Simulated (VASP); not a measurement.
Wanted: the native input for a VASP 6.6.1 run.

| Item | Value |
| --- | --- |
| Task | single point |
| Functional | PBE |
| Potentials or basis | VASP PAW PBE potentials, release 64 (Rh_pv) |
| Cutoff | 520 eV |
| k mesh | 18 × 18 × 18 |
| Occupations | gaussian, width 0.05 eV |
| Spin | no spin polarisation |
| Dipole correction | no |
| Further INCAR settings | ALGO = Normal; EDIFF = 1e-06; NBANDS = 14 |

The structure of Rh lies in POSCAR:

```
Rh
1.0
    0.0000000000      1.9265747778      1.9265747778
    1.9265747778      0.0000000000      1.9265747778
    1.9265747778      1.9265747778      0.0000000000
Rh
1
Direct
    0.0000000000      0.0000000000      0.0000000000
```

These files were run (other wordings do the same):

INCAR

```
SYSTEM = Rh
PREC = Accurate
ENCUT = 520
EDIFF = 1E-6
ISMEAR = 0
SIGMA = 0.05
LREAL = .FALSE.
LASPH = .TRUE.
NELM = 60
ALGO = Normal
ISIF = 2
LWAVE = .FALSE.
LCHARG = .FALSE.
GGA = PE
NBANDS = 14
```

KPOINTS

```
regular mesh
0
G
  18 18 18
  0 0 0
```

Potentials or basis: VASP PAW PBE potentials, release 64 (Rh_pv).

Command:

```bash
$ cat potpaw_PBE.64/Rh_pv/POTCAR > POTCAR
$ mpirun -np 1 vasp_std > vasp.out
```

Results of the run:

| Property | Result |
| --- | --- |
| Pressure | -4.5 GPa |

It took 46 s on 1 thread of Intel Xeon 8259CL, with other jobs on the host, peak memory 0.15 GiB.
